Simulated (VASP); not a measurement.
# InP (I4mm) in VASP: a series of runs

InP is run at these levels: PBE; tasks: single point.

Program: VASP 6.6.1. These are calculated values, not measurements. Logs are shortened: lines on timing, memory, paths and dates and some standing lists are left out, and cuts for length are marked.

### Step 1. The cell of the first run

It takes space group I4mm (No. 107, tetragonal). Conventional cell: a = 3.918 Å, b = 3.918 Å, c = 5.282 Å, α = 90.00°, β = 90.00°, γ = 90.00°. In (site symmetry 4mm) has 6 P at 2.47 to 2.81 Å within 3.3 Å. P (site symmetry 4mm) has 6 In at 2.47 to 2.81 Å within 3.3 Å.

### Step 2. Single point, PBE (mode 4 frozen in at -0.141 Å, normal strain along x -0.0467)

Contents of INCAR:

```
SYSTEM = InP
PREC = Accurate
ENCUT = 520
EDIFF = 1E-6
ISMEAR = 0
SIGMA = 0.15
LREAL = .False.
LASPH = .True.
NELM = 100
ALGO = Normal
ISIF = 2
LWAVE = .False.
LCHARG = .False.
GGA = PE
NBANDS = 16
```

Contents of KPOINTS:

```
Automatic mesh
0
Gamma
  14 14 14
  0 0 0
```

Contents of POSCAR:

```
InP
1.0
    0.0000000000      2.7701982124      2.7701982124
    2.6408299559      0.0000000000      2.7701982124
    2.6408299559      2.7701982124      0.0000000000
In P
1 1
Direct
   -0.0068507361      0.0068507361      0.0068507361
    0.5253952947      0.4746047053      0.4746047053
```

Potentials or basis: VASP PAW PBE potentials, release 64 (In_d, P).

On the command line:

```
cat potpaw_PBE.64/In_d/POTCAR potpaw_PBE.64/P/POTCAR > POTCAR
mpirun -np 1 vasp_std > vasp.out
```

OUTCAR:

```text
SYSTEM = InP
   PREC = Accurate
   ENCUT = 520
   EDIFF = 1E-6
   ISMEAR = 0
   LREAL = .False.
   LASPH = .True.
   NELM = 100
   ISIF = 2
   GGA = PE

 ion  position               nearest neighbor table
   1  0.993  0.007  0.007-   2 2.47   2 2.78   2 2.78   2 2.78   2 2.78   2 2.81
   2  0.525  0.475  0.475-   1 2.47   1 2.78   1 2.78   1 2.78   1 2.78   1 2.81

  LATTYP: Found a body centered tetragonal cell.
 ALAT       =     3.9176518824
 C/A-ratio  =     1.3481697890

  Lattice vectors:

 A1 = (  -2.6408299559,   0.0000000000,  -2.7701982124)
 A2 = (  -2.6408299559,   0.0000000000,   2.7701982124)
 A3 = (   2.6408299559,   2.7701982124,   0.0000000000)

Analysis of symmetry for initial positions (statically):
=====================================================================
 Subroutine PRICEL returns:
 Original cell was already a primitive cell.

 Routine SETGRP: Setting up the symmetry group for a
 body centered tetragonal supercell.

 Subroutine GETGRP returns: Found  8 space group operations
 (whereof  8 operations were pure point group operations)
 out of a pool of 16 trial point group operations.

The static configuration has the point symmetry C_4v.

Analysis of symmetry for dynamics (positions and initial velocities):
=====================================================================
 Subroutine PRICEL returns:
 Original cell was already a primitive cell.

 Routine SETGRP: Setting up the symmetry group for a
 body centered tetragonal supercell.

 Subroutine GETGRP returns: Found  8 space group operations
 (whereof  8 operations were pure point group operations)
 out of a pool of 16 trial point group operations.

The dynamic configuration has the point symmetry C_4v.

 Subroutine INISYM returns: Found  8 space group operations
 (whereof  8 operations are pure point group operations),
 and found     1 'primitive' translations

----------------------------------------------------------------------------------------

                                     Primitive cell

  volume of cell :      40.5314

  direct lattice vectors                    reciprocal lattice vectors
     0.000000000  2.770198212  2.770198212    -0.189334417  0.180492500  0.180492500
     2.640829956  0.000000000  2.770198212     0.189334417 -0.180492500  0.180492500
     2.640829956  2.770198212  0.000000000     0.189334417  0.180492500 -0.180492500

  length of vectors
     3.917651882  3.827268085  3.827268085     0.317809072  0.317809072  0.317809072

  position of ions in fractional coordinates (direct lattice)
     0.993149264  0.006850736  0.006850736
     0.525395295  0.474604705  0.474604705

  ion indices of the primitive-cell ions
   primitive index   ion index
                 1           1
                 2           2

----------------------------------------------------------------------------------------

 KPOINTS: Automatic mesh

Automatic generation of k-mesh.
 Grid dimensions read from file:
 generate k-points for:   14   14   14

 Generating k-lattice:

  Cartesian coordinates                     Fractional coordinates (reciprocal lattice)
    -0.013523887  0.012892321  0.012892321     0.071428571  0.000000000  0.000000000
     0.013523887 -0.012892321  0.012892321     0.000000000  0.071428571 -0.000000000
     0.013523887  0.012892321 -0.012892321     0.000000000 -0.000000000  0.071428571

  Length of vectors
     0.022700648  0.022700648  0.022700648

  Shift w.r.t. Gamma in fractional coordinates (k-lattice)
     0.000000000  0.000000000  0.000000000

 Subroutine IBZKPT returns following result:
 ===========================================

 Found    244 irreducible k-points:

 Following reciprocal coordinates:
            Coordinates               Weight
  0.000000  0.000000  0.000000      1.000000
  0.071429  0.000000  0.000000      8.000000
  0.142857 -0.000000 -0.000000      8.000000
  0.214286  0.000000  0.000000      8.000000
  0.285714  0.000000  0.000000      8.000000
  0.357143  0.000000  0.000000      8.000000
[... 16 lines left out ...]
  0.214286  0.142857 -0.000000     16.000000
  0.285714  0.142857  0.000000     16.000000
 [... further k-points ...]
   k-points           NKPTS =    244   k-points in BZ     NKDIM =    244   number of bands    NBANDS=     16
   number of dos      NEDOS =    301   number of ions     NIONS =      2
   total plane-waves  NPLWV =  23520
   dimension x,y,z NGX =    30 NGY =   28 NGZ =   28
   dimension x,y,z NGXF=    60 NGYF=   56 NGZF=   56
   ions per type =               1   1
   NGX,Y,Z   is equivalent  to a cutoff of  12.73, 12.16, 12.16 a.u.
   NGXF,Y,Z  is equivalent  to a cutoff of  25.46, 24.32, 24.32 a.u.
 SYSTEM =  InP
   PREC   = accura    normal or accurate (medium, high low for compatibility)
   ISTART =      0    job   : 0-new  1-cont  2-samecut
   ICHARG =      2    charge: 1-file 2-atom 10-const
   ISPIN  =      1    spin polarized calculation?
   LNONCOLLINEAR =      F non collinear calculations
   LSORBIT =      F    spin-orbit coupling
   LASPH  =      T    aspherical Exc in radial PAW
   ENCUT  =  520.0 eV  38.22 Ry    6.18 a.u.   7.28  7.12  7.12*2*pi/ulx,y,z
   NELM   =    100;   NELMIN=  2; NELMDL= -5     # of ELM steps
   EDIFF  = 0.1E-05   stopping-criterion for ELM
   LREAL  =      F    real-space projection
   EDIFFG = 0.1E-04   stopping-criterion for IOM
   NSW    =      0    number of steps for IOM
   IBRION =     -1    ionic relax: 0-MD 1-quasi-New 2-CG
   NFREE  =      0    steps in history (QN), initial steepest desc. (CG)
   ISIF   =      2    stress and relaxation
   ISYM   =      2    0-nonsym 1-usesym 2-fastsym
   POTIM  = 0.5000    time-step for ionic-motion
   TEBEG  =    0.0;   TEEND  =   0.0 temperature during run
   PSTRESS=    0.0 pullay stress
   NELECT =      18.0000    total number of electrons
   NUPDOWN=      -1.0000    fix difference up-down
   EMIN   =  10.00;   EMAX   =-10.00  energy-range for DOS
   EFERMI =   0.00;   METHOD = LEGACY
   ISMEAR =     0;   SIGMA  =   0.15  broadening in eV -4-tet -1-fermi 0-gaus
   EFERMI_NEDOS =   21; number of points for ismear=-14 and -15
   IALGO  =     38    algorithm
   IMIX   =      4    mixing-type and parameters
     AMIX     =   0.40;   BMIX     =  1.00
     AMIX_MAG =   1.60;   BMIX_MAG =  1.00
  volume/ion in A,a.u.               =      20.27       136.76
  Fermi-wavevector in a.u.,A,eV,Ry     =   1.249017  2.360300 21.225674  1.560043
  Thomas-Fermi vector in A             =   2.383077
   LORBIT       =      0    0 simple, 1 ext, 2 COOP (PROOUT), +10 PAW based schemes
   GGA     = PE    functional components
   LHFCALC =     F    Hartree Fock is set to
   AEXX    =    0.0000 exact exchange contribution
   IVDW    =     0    specifies the selected vdW correction
   LEPSILON=     F    determine dielectric tensor
   LRPA    =     F    only Hartree local field effects (RPA)
 non-spin polarized calculation
 Gauss-broadening in eV      SIGMA  =   0.15
  energy-cutoff  :      520.00
  volume of cell :       40.53
 maximum number of plane-waves:      1114
 NGX is ok and might be reduce to    30
   NGX = 15   NGY = 15   NGZ = 15

 number of electron      17.9999998 magnetization

 Free energy of the ion-electron system (eV)
  ---------------------------------------------------
  ext. energy  EPLUGINS =         0.00000000
  ---------------------------------------------------
  free energy    TOTEN  =        -7.78189847 eV

  energy without entropy =       -7.76911884  energy(sigma->0) =       -7.77550865

 E-fermi :   7.5974     XC(G=0): -10.6025

 val. band max:        7.5954519256   @ k =  -0.3571   0.1429  -0.0000
 cond. band min:       7.6061681897   @ k =   0.4286   0.0000   0.0000
 fundamental gap:      0.0107162641
 Fermi energy:         7.5973602418

 k-point     1 :       0.0000    0.0000    0.0000
  band No.  band energies     occupation
      1      -6.7496      2.00000
      2      -6.6800      2.00000
      3      -6.6800      2.00000
      4      -6.6730      2.00000
      5      -6.6363      2.00000
      6      -4.7553      2.00000
[... 8 lines left out ...]
     15      16.1385      0.00000
     16      17.0934      0.00000

 k-point     2 :       0.0714    0.0000    0.0000
  band No.  band energies     occupation
      1      -6.7524      2.00000
      2      -6.6798      2.00000
      3      -6.6783      2.00000
      4      -6.6709      2.00000
      5      -6.6347      2.00000
      6      -4.6889      2.00000
[... 8 lines left out ...]
     15      15.8894      0.00000
     16      16.8453      0.00000

 k-point     3 :       0.1429   -0.0000   -0.0000
  band No.  band energies     occupation
      1      -6.7611      2.00000
      2      -6.6884      2.00000
      3      -6.6745      2.00000
      4      -6.6560      2.00000
      5      -6.6293      2.00000
      6      -4.4908      2.00000
[... 8 lines left out ...]
     15      15.6073      0.00000
     16      16.4356      0.00000

 k-point     4 :       0.2143    0.0000    0.0000
  band No.  band energies     occupation
      1      -6.7747      2.00000
      2      -6.7021      2.00000
      3      -6.6725      2.00000
      4      -6.6331      2.00000
      5      -6.6180      2.00000
      6      -4.1668      2.00000
[... 8 lines left out ...]
     15      16.0797      0.00000
     16      16.3745      0.00000
[... 324 lines left out ...]
 k-point    22 :       0.1429    0.1429    0.0000
  band No.  band energies     occupation
      1      -6.7813      2.00000
      2      -6.6916      2.00000
      3      -6.6823      2.00000
      4      -6.6521      2.00000
      5      -6.6182      2.00000
      6      -4.3897      2.00000
[... 8 lines left out ...]
     15      17.6275      0.00000
     16      17.8211      0.00000

 k-point    23 :       0.2143    0.1429   -0.0000
  band No.  band energies     occupation
      1      -6.8035      2.00000
      2      -6.6952      2.00000
      3      -6.6863      2.00000
      4      -6.6357      2.00000
      5      -6.6086      2.00000
      6      -4.1415      2.00000
[... 8 lines left out ...]
     15      17.5170      0.00000
     16      18.1454      0.00000

 k-point    24 :       0.2857    0.1429    0.0000
  band No.  band energies     occupation
      1      -6.8243      2.00000
      2      -6.7021      2.00000
      3      -6.6882      2.00000
      4      -6.6183      2.00000
      5      -6.5961      2.00000
      6      -3.7751      2.00000
[... 8 lines left out ...]
     15      17.7990      0.00000
     16      18.0959      0.00000

 [... further k-points ...]
[... 5 lines left out ...]
  --------------------------------------------------------------------------------------
  -------------------------------------------------------------------------------------
  Total        3.5023336      0.3883733      0.3883733      0.0000000      0.0000000     -0.0000000
  in kB      138.4445855     15.3520994     15.3520994      0.0000000      0.0000000     -0.0000000
  external PRESSURE =      56.3829281 kB  Pullay stress =       0.0000000 kB

 VOLUME and BASIS-vectors are now :
 -----------------------------------------------------------------------------
  energy-cutoff  :      520.00
  volume of cell :       40.53
      direct lattice vectors                 reciprocal lattice vectors
     0.000000000  2.770198212  2.770198212    -0.189334417  0.180492500  0.180492500
     2.640829956  0.000000000  2.770198212     0.189334417 -0.180492500  0.180492500
     2.640829956  2.770198212  0.000000000     0.189334417  0.180492500 -0.180492500

 POSITION                                       TOTAL-FORCE (eV/Angst)
 -----------------------------------------------------------------------------------
      0.03618      2.77020      2.77020        -1.092545      0.000000      0.000000
      2.50670      2.77020      2.77020         1.092545      0.000000      0.000000
 -----------------------------------------------------------------------------------
    total drift:                               -0.000296     -0.000005     -0.000005

  FREE ENERGIE OF THE ION-ELECTRON SYSTEM (eV)
  ---------------------------------------------------
  free  energy   TOTEN  =        -7.7818984738 eV

  energy  without entropy=       -7.7691188355  energy(sigma->0) =       -7.77550865
```

It took 79 s on 1 thread of Intel Xeon 6975P-C (Granite Rapids), shared host; peak memory 0.27 GiB.

What came out:

- Free energy: -7.7819 eV
- Pressure: 5.6 GPa
- Largest force: 1.093 eV/Å
- Band gap on the k mesh: zero (band 9 reaches 7.90 eV, above the bottom of band 10 at 5.00 eV)

Forces on the atoms (eV/Å):
```
In  -1.093  0.000  0.000
P    1.093  0.000  0.000
```

Caveat: the cell differs from its parent crystal (mode 4 frozen in at -0.141 Å, normal strain along x -0.0467); spin-orbit coupling is left out, which moves the levels of the heavy elements; forces of over 1 eV/Å act on the atoms, so gaps and moduli don't describe the material at rest.

### Step 3. Single point, PBE (mode 4 frozen in at -0.422 Å, normal strain along x -0.0467)

Contents of INCAR:

```
SYSTEM = InP
PREC     = Accurate       ! precision mode
ENCUT    = 520            ! plane-wave cutoff, eV
EDIFF    = 1E-6           ! SCF threshold, eV
ISMEAR   = 0              ! smearing method
SIGMA    = 0.15           ! smearing width, eV
LREAL    = .FALSE.        ! projectors in reciprocal space
LASPH    = .TRUE.         ! aspherical terms in the spheres
NELM     = 60             ! most SCF steps
ALGO     = Normal         ! electronic algorithm
ISIF     = 2              ! what is computed and relaxed
LWAVE    = .FALSE.        ! write WAVECAR
LCHARG   = .FALSE.        ! write CHGCAR
GGA      = PE             ! functional
NBANDS   = 16             ! bands
```

Contents of KPOINTS:

```
regular mesh
0
G
  14 14 14
  0 0 0
```

Contents of POSCAR:

```
InP
1.0
    0.0000000000      2.7701982124      2.7701982124
    2.6408299559      0.0000000000      2.7701982124
    2.6408299559      2.7701982124      0.0000000000
In P
1 1
Direct
   -0.0205473392      0.0205473392      0.0205473392
    0.5761678349      0.4238321651      0.4238321651
```

Potentials or basis: VASP PAW PBE potentials, release 64 (In_d, P).

On the command line:

```
cat potpaw_PBE.64/In_d/POTCAR potpaw_PBE.64/P/POTCAR > POTCAR
mpirun -np 1 vasp_std > vasp.out
```

Run time: 85 s. Hardware: 1 thread of Intel Xeon 6975P-C (Granite Rapids), shared host; peak memory 0.27 GiB.

Results (log left out):

| Item | Value |
| --- | --- |
| Free energy | -6.7108 eV |
| Pressure | 18.6 GPa |
| Largest force | 6.260 eV/Å |
| Band gap on the k mesh | zero (band 9 reaches 7.92 eV, above the bottom of band 10 at 5.81 eV) |

Forces on the atoms (eV/Å):
```
In  -6.260  0.000  0.000
P    6.260  0.000  0.000
```

Stress tensor (GPa, compression positive):
```
56.69  0.00  0.00
 0.00 -0.50  0.00
 0.00  0.00 -0.50
```

Levels at points of the mesh, in eV from the Fermi level:
```csv
k point,band 6,band 7,band 8,band 9,band 10,band 11,band 12,band 13
"(0.00, 0.00, 0.00)",-12.35,-0.62,0.18,0.18,0.95,5.67,5.67,7.16
"(0.50, 0.00, 0.00)",-10.18,-6.72,-0.23,-0.16,2.42,3.50,4.71,5.74
"(0.50, 0.50, 0.00)",-9.28,-5.22,-2.91,-1.67,-1.67,3.06,10.18,10.45
"(0.00, 0.50, 0.50)",-8.61,-5.95,-2.65,-2.65,-1.77,3.65,10.38,10.38
```

Caveat: the cell differs from its parent crystal (mode 4 frozen in at -0.422 Å, normal strain along x -0.0467); spin-orbit coupling is left out, which moves the levels of the heavy elements; forces of over 1 eV/Å act on the atoms, so gaps and moduli don't describe the material at rest.

[end of part 1 of 2]
